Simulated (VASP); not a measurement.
A run of VASP 6.6.1 is set up as follows.

INCAR

```
ALGO = Normal
EDIFF = 1E-8
ENCUT = 500
GGA = PS
GGA_COMPAT = False
IBRION = 6
ISIF = 3
ISMEAR = -1
LASPH = True
LCHARG = False
LREAL = False
LWAVE = False
NELM = 120
NFREE = 2
NSW = 1
POTIM = 0.015
PREC = Accurate
SIGMA = 0.08
```

Contents of KPOINTS:

```
k-points
0
Gamma
  14 14 14
```

File POSCAR:

```
HgS
1.0
    0.0000000000      2.9382388421      2.9382388421
    2.9382388421      0.0000000000      2.9382388421
    2.9382388421      2.9382388421      0.0000000000
Hg S
1 1
Direct
    0.0000000000      0.0000000000      0.0000000000
    0.7500000000      0.7500000000      0.7500000000
```

Potentials or basis: VASP PAW PBE potentials, release 64 (Hg, S).

The run is started by

```bash
$ cat potpaw_PBE.64/Hg/POTCAR potpaw_PBE.64/S/POTCAR > POTCAR
$ mpirun -np 1 vasp_std > vasp.out
```

Q: Estimate the elastic constants C11, C12, C44.

A: 72, 56, 24 GPa.

Q: What does it give for the Voigt bulk modulus?

A: 61 GPa.

Q: Predict the highest phonon frequency at Γ, LO-TO splitting left out.

A: 174 cm⁻¹.

Elastic tensor in Voigt notation (GPa, in the Cartesian axes of the cell as first typed):
```
72 56 56  0  0  0
56 72 56  0  0  0
56 56 72  0  0  0
 0  0  0 24  0  0
 0  0  0  0 24  0
 0  0  0  0  0 24
```

Caveat: the PAW data sets were made with another functional, which shifts forces and pressure a little.
